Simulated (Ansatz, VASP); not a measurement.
Two plane-wave programs on Li2S

File INCAR:

```
SYSTEM = Li2S
ALGO = Normal
EDIFF = 1E-6
ENCUT = 750
GGA = PE
GGA_COMPAT = .FALSE.
ISIF = 2
ISMEAR = 0
LASPH = .TRUE.
LCHARG = .FALSE.
LREAL = .FALSE.
LWAVE = .FALSE.
NBANDS = 13
NELM = 120
PREC = Accurate
SIGMA = 0.01
```

KPOINTS

```
k-points
0
G
  6 6 6
  0 0 0
```

POSCAR

```
Li2S
1.0
    0.0000000000      2.7945788905      2.7945788905
    2.7945788905      0.0000000000      2.7945788905
    2.7945788905      2.7945788905      0.0000000000
Li S
2 1
Direct
    0.2500000000      0.2500000000      0.2500000000
    0.7500000000      0.7500000000      0.7500000000
    0.0000000000      0.0000000000      0.0000000000
```

Input for Ansatz:

```yaml
crystal:
  lattice:
    - [0.0, 2.7945788905, 2.7945788905]
    - [2.7945788905, 0.0, 2.7945788905]
    - [2.7945788905, 2.7945788905, 0.0]
  atoms:
    - { symbol: Li, position: [0.25, 0.25, 0.25] }
    - { symbol: Li, position: [0.75, 0.75, 0.75] }
    - { symbol: S, position: [0.0, 0.0, 0.0] }
kpoints:
  mp_grid: { grid: [6, 6, 6] }
hamiltonian:
  xc: pbe
scf:
  occupations: { method: fixed }
  n_extra_bands: 4
output:
  forces: true
  stress: true
  eigenvalues: true
```

Alike in both runs: task single point; functional PBE; k mesh 6 × 6 × 6; no spin polarisation.

|  | VASP | Ansatz |
| --- | --- | --- |
| version | VASP 6.6.1 | Ansatz 0.2.0 |
| potentials or method | VASP PAW PBE potentials, release 64 (Li_sv, S) | plane waves, PAW |
| plane-wave cutoff (eV) | 750 | 420 |
| occupations | gaussian, width 0.01 eV | fixed |
| valence electrons in the cell | 12 | 12 |

```csv
,VASP,Ansatz,Ansatz less VASP
gap on the k mesh at the Fermi level (eV),3.35,3.35,+0.001
pressure (GPa),2.7,2.8,+0.14
```
